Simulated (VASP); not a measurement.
# Sr2SO (P4/mmm) in VASP: further runs, part 2 of 2

VASP 6.6.1. Earlier steps stand in the parts before.

## 4. Single point, PBE

This run uses another cell than the first one, of 23.37 Å³/atom, 0.909 times its volume.

The input, INCAR:

```
SYSTEM = Sr2SO
  PREC = Accurate
  ENCUT = 520
  EDIFF = 1E-6
  ISMEAR = 0
  SIGMA = 0.1
  LREAL = .False.
  LASPH = .True.
  NELM = 80
  ALGO = Normal
  ISIF = 2
  LWAVE = .False.
  LCHARG = .True.
  GGA = PE
  LELF = .True.
  LVHAR = .True.
  ISYM = 0
  NBANDS = 24
```

The input, KPOINTS:

```
Automatic mesh
0
Gamma
  5 1 2
  0.5 0.5 0
```

The input, POSCAR:

```
Sr2SO
1.0
    4.0432370000      0.0000000000      0.0000000000
    0.0000000000      4.0432370000      0.0000000000
    0.0000000000      0.0000000000      5.7180000000
Sr S O
2 1 1
Direct
    0.0000000000      0.0000000000      0.0000000000
    0.5000000000      0.5000000000      0.5000000000
    0.0000000000      0.0000000000      0.5000000000
    0.5000000000      0.5000000000      0.0000000000
```

Potentials or basis: VASP PAW PBE potentials, release 64 (Sr_sv, S, O).

Started as:

```
cat potpaw_PBE.64/Sr_sv/POTCAR potpaw_PBE.64/S/POTCAR potpaw_PBE.64/O/POTCAR > POTCAR
mpirun -np 1 vasp_std > vasp.out
```

OUTCAR:

```text
SYSTEM = Sr2SO
   PREC = Accurate
   ENCUT = 520
   EDIFF = 1E-6
   ISMEAR = 0
   LREAL = .False.
   LASPH = .True.
   NELM = 80
   ISIF = 2
   GGA = PE
   ISYM = 0

 ion  position               nearest neighbor table
   1  0.000  0.000  0.000-   3 2.86   3 2.86   4 2.86   4 2.86   4 2.86   4 2.86   2 4.04   2 4.04
                             2 4.04   2 4.04   2 4.04   2 4.04   2 4.04   2 4.04
   2  0.500  0.500  0.500-   4 2.86   4 2.86   3 2.86   3 2.86   3 2.86   3 2.86   1 4.04   1 4.04
                             1 4.04   1 4.04   1 4.04   1 4.04   1 4.04   1 4.04
   3  0.000  0.000  0.500-   1 2.86   1 2.86   2 2.86   2 2.86   2 2.86   2 2.86
   4  0.500  0.500  0.000-   2 2.86   2 2.86   1 2.86   1 2.86   1 2.86   1 2.86

IMPORTANT INFORMATION: All symmetrisations will be switched off!
NOSYMM: (Re-)initialisation of all symmetry stuff for point group C_1.

----------------------------------------------------------------------------------------

                                     Primitive cell

  volume of cell :      93.4765

  direct lattice vectors                    reciprocal lattice vectors
     4.043237000  0.000000000  0.000000000     0.247326585  0.000000000  0.000000000
[... 145 lines left out ...]
 fundamental gap:      2.5862608757
 Fermi energy:         2.0844654724

 k-point     1 :       0.1000    0.5000    0.0000
  band No.  band energies     occupation
      1     -31.6967      2.00000
      2     -31.6047      2.00000
      3     -14.1736      2.00000
      4     -14.1672      2.00000
      5     -13.8933      2.00000
      6     -13.6316      2.00000
[... 151 lines left out ...]
     23       9.3839      0.00000
     24      10.3360      0.00000

------------------------ aborting loop because EDIFF is reached ----------------------------------------

  FORCE on cell =-STRESS in cart. coord.  units (eV):
  Direction    XX          YY          ZZ          XY          YZ          ZX
  --------------------------------------------------------------------------------------
  -------------------------------------------------------------------------------------
  Total        4.7721683     -6.3137425     -0.0525578      0.0000018      0.0000004      0.0000013
  in kB       81.7944412   -108.2168523     -0.9008349      0.0000306      0.0000073      0.0000221
  external PRESSURE =      -9.1077487 kB  Pullay stress =       0.0000000 kB

 VOLUME and BASIS-vectors are now :
 -----------------------------------------------------------------------------
  energy-cutoff  :      520.00
  volume of cell :       93.48
      direct lattice vectors                 reciprocal lattice vectors
     4.043237000  0.000000000  0.000000000     0.247326585  0.000000000  0.000000000
     0.000000000  4.043237000  0.000000000     0.000000000  0.247326585  0.000000000
     0.000000000  0.000000000  5.718000000     0.000000000  0.000000000  0.174886324

 POSITION                                       TOTAL-FORCE (eV/Angst)
 -----------------------------------------------------------------------------------
      0.00000      0.00000      0.00000         0.000000      0.000001     -0.000002
      2.02162      2.02162      2.85900        -0.000003     -0.000002     -0.000003
      0.00000      0.00000      2.85900         0.000006      0.000001      0.000005
      2.02162      2.02162      0.00000        -0.000003      0.000000      0.000000
 -----------------------------------------------------------------------------------
    total drift:                                0.000001     -0.000002      0.000002

  FREE ENERGIE OF THE ION-ELECTRON SYSTEM (eV)
  ---------------------------------------------------
  free  energy   TOTEN  =       -22.0622900318 eV

  energy  without entropy=      -22.0622900318  energy(sigma->0) =      -22.06229003
```

OSZICAR:

```text
N       E                     dE             d eps       ncg     rms          rms(c)
DAV:   1     0.165973492439E+03    0.16597E+03   -0.15490E+04   288   0.124E+03
DAV:   2    -0.133188781881E+02   -0.17929E+03   -0.16826E+03   392   0.261E+02
DAV:   3    -0.243751974866E+02   -0.11056E+02   -0.11011E+02   472   0.555E+01
DAV:   4    -0.246463888653E+02   -0.27119E+00   -0.27093E+00   408   0.760E+00
DAV:   5    -0.246508937293E+02   -0.45049E-02   -0.45045E-02   424   0.953E-01    0.269E+01
DAV:   6    -0.223366056389E+02    0.23143E+01   -0.13005E+01   328   0.154E+01    0.233E+01
DAV:   7    -0.220693848485E+02    0.26722E+00   -0.16927E+00   336   0.646E+00    0.143E+01
DAV:   8    -0.220619996263E+02    0.73852E-02   -0.32990E-01   368   0.386E+00    0.135E+00
DAV:   9    -0.220599493256E+02    0.20503E-02   -0.31198E-02   392   0.924E-01    0.363E-01
DAV:  10    -0.220616696276E+02   -0.17203E-02   -0.41988E-03   344   0.340E-01    0.159E-01
DAV:  11    -0.220622115720E+02   -0.54194E-03   -0.15237E-03   368   0.191E-01    0.769E-02
DAV:  12    -0.220622946313E+02   -0.83059E-04   -0.30358E-04   368   0.974E-02    0.398E-02
DAV:  13    -0.220622885109E+02    0.61204E-05   -0.40959E-05   376   0.330E-02    0.154E-02
DAV:  14    -0.220622897621E+02   -0.12512E-05   -0.10390E-05   392   0.133E-02    0.345E-03
DAV:  15    -0.220622900318E+02   -0.26961E-06   -0.63335E-07   272   0.459E-03
   1 F= -.22062290E+02 E0= -.22062290E+02  d E =-.442729E-11
```

Wall time 18 s (1 thread of Intel Xeon 6975P-C, shared host); peak memory 0.2 GiB.

Results:

```
Free energy            : -22.0623 eV
Pressure               : -0.9 GPa
Band gap on the k mesh : 2.59 eV, direct
```

Levels at points of the mesh, in eV from the valence-band top:
| k point | band 14 | band 15 | band 16 | band 17 | band 18 | band 19 |
| --- | --- | --- | --- | --- | --- | --- |
| (0.50, 0.50, 0.00) | -0.18 | -0.14 | 0.00 | 2.59 | 2.61 | 5.69 |
| (0.50, 0.50, 0.50) | -0.55 | -0.46 | -0.42 | 4.32 | 4.38 | 5.77 |

Caveat: the k points lie up to 1.55 Å⁻¹ apart. A k mesh can miss the band edges.

## 5. Single point, PBE

This run uses another cell than the first one, of 22.36 Å³/atom, 0.870 times its volume.

The input, INCAR:

```
SYSTEM = Sr2SO
  PREC = Accurate
  ENCUT = 520
  EDIFF = 1E-7
  ISMEAR = 0
  SIGMA = 0.1
  LREAL = .False.
  LASPH = .True.
  NELM = 60
  ALGO = Normal
  ISIF = 2
  LWAVE = .False.
  LCHARG = .True.
  GGA = PE
  LELF = .True.
  LVHAR = .True.
  NBANDS = 24
```

The input, KPOINTS:

```
Automatic mesh
0
Gamma
  4 4 4
  0 0 0
```

The input, POSCAR:

```
Sr2SO
1.0
    3.9844328448      0.0000000000      0.0000000000
    0.0000000000      3.9844328448      0.0000000000
    0.0000000000      0.0000000000      5.6348383749
Sr S O
2 1 1
Direct
    0.0000000000      0.0000000000      0.0000000000
    0.5000000000      0.5000000000      0.5000000000
    0.0000000000      0.0000000000      0.5000000000
    0.5000000000      0.5000000000      0.0000000000
```

Started as:

```
cat potpaw_PBE.64/Sr_sv/POTCAR potpaw_PBE.64/S/POTCAR potpaw_PBE.64/O/POTCAR > POTCAR
mpirun -np 1 vasp_std > vasp.out
```

It took 40 s on 1 thread of Intel Xeon 6975P-C, shared host; peak memory 0.21 GiB.

The run converged. Its results:

```yaml
Free_energy: -21.1817 eV
Pressure: 2.9 GPa
Band_gap_on_the_k_mesh: 2.15 eV, direct
```

Stress tensor (GPa, compression positive):
```
2.83 0.00 0.00
0.00 2.83 0.00
0.00 0.00 2.91
```

Levels at points of the mesh, in eV from the valence-band top:
| k point | band 13 | band 14 | band 15 | band 16 | band 17 | band 18 | band 19 | band 20 |
| --- | --- | --- | --- | --- | --- | --- | --- | --- |
| (0.00, 0.00, 0.00) | -0.62 | -0.03 | 0.00 | 0.00 | 2.15 | 3.14 | 4.66 | 4.66 |
| (0.50, 0.00, 0.00) | -1.33 | -1.25 | -0.60 | -0.45 | 4.40 | 5.55 | 5.92 | 5.98 |
| (0.50, 0.50, 0.00) | -0.81 | -0.26 | -0.26 | -0.14 | 2.36 | 2.36 | 5.74 | 6.51 |
| (0.00, 0.00, 0.50) | -0.72 | -0.72 | -0.11 | -0.11 | 2.52 | 4.12 | 4.45 | 5.50 |
| (0.50, 0.00, 0.50) | -1.88 | -1.04 | -0.82 | -0.67 | 5.43 | 5.72 | 6.16 | 6.43 |
| (0.50, 0.50, 0.50) | -1.54 | -0.75 | -0.56 | -0.56 | 4.22 | 4.22 | 5.73 | 5.73 |

## 6. Overview

```csv
spin,cell,k mesh,smearing,gap on the mesh (eV),pressure (GPa)
"collinear, ferromagnetic start","a = 4.174, b = 4.174, c = 5.903 Å, 4 atoms",1 × 1 × 1,methfessel-paxton 0.1 eV,0.71,11.7
off,"a = 4.043, b = 4.043, c = 5.718 Å, 4 atoms",2 × 2 × 1,gaussian 0.1 eV,1.91,6.4
off,"a = 4.043, b = 4.043, c = 5.718 Å, 4 atoms","5 × 1 × 2, shifted",gaussian 0.1 eV,2.59,-0.9
off,"a = 3.984, b = 3.984, c = 5.635 Å, 4 atoms",4 × 4 × 4,gaussian 0.1 eV,2.15,2.9
```

Alike in all rows: task single point; level PBE; potentials or basis VASP PAW PBE potentials, release 64 (Sr_sv, S, O); cutoff (eV) 520.

Caveats: some runs use coarse meshes.

Total energies depend on the potentials used, so only differences within one code and one set of settings carry meaning.
